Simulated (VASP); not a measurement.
Set up this calculation in VASP 6.6.1, as the native input.

- Task: single point
- Functional: PBE
- Potentials or basis: VASP PAW PBE potentials, release 64 (Au)
- Cutoff: 500 eV
- k mesh: 18 × 18 × 10
- Occupations: gaussian, width 0.15 eV
- Spin: no spin polarisation
- Dipole correction: no
- Further INCAR settings: ALGO = Normal; EDIFF = 1e-06; NBANDS = 18

The structure of Au lies in POSCAR:

```
Au
1.0
    2.8804999125      0.0000000000      0.0000000000
   -1.4402499562      2.4945860998      0.0000000000
    0.0000000000      0.0000000000      4.8289054398
Au
2
Direct
    0.1886622649      0.6666666667      0.7500000000
    0.8113377351      0.3333333333      0.2500000000
```

This cell differs from its parent crystal: atoms displaced along a vibrational mode, the cell strained.

These files were run (other wordings do the same):

INCAR

```
SYSTEM = Au
ALGO = Normal
EDIFF = 1E-6
ENCUT = 500
GGA = PE
GGA_COMPAT = .FALSE.
ISIF = 2
ISMEAR = 0
LASPH = .TRUE.
LCHARG = .FALSE.
LREAL = .FALSE.
LWAVE = .FALSE.
NBANDS = 18
NELM = 120
PREC = Accurate
SIGMA = 0.15
```

KPOINTS

```
k-points
0
G
  18 18 10
  0 0 0
```

Potentials or basis: VASP PAW PBE potentials, release 64 (Au).

The run is started by

```sh
$ cat potpaw_PBE.64/Au/POTCAR > POTCAR
$ mpirun -np 1 vasp_std > vasp.out
```

It gave:

The pressure is 10.9 GPa. The largest force is 0.887 eV/Å and the band gap on the k mesh is zero (bands 11 and 12 overlap by 5.75 eV).

Caveat: the cell differs from its parent crystal (atoms displaced along a vibrational mode, the cell strained); the cell stands under pressure; spin-orbit coupling is left out, which moves the levels of the heavy elements.

Run time: 8.8 min on 1 thread of Intel Xeon 8259CL, on a shared host, peak memory 0.55 GiB.
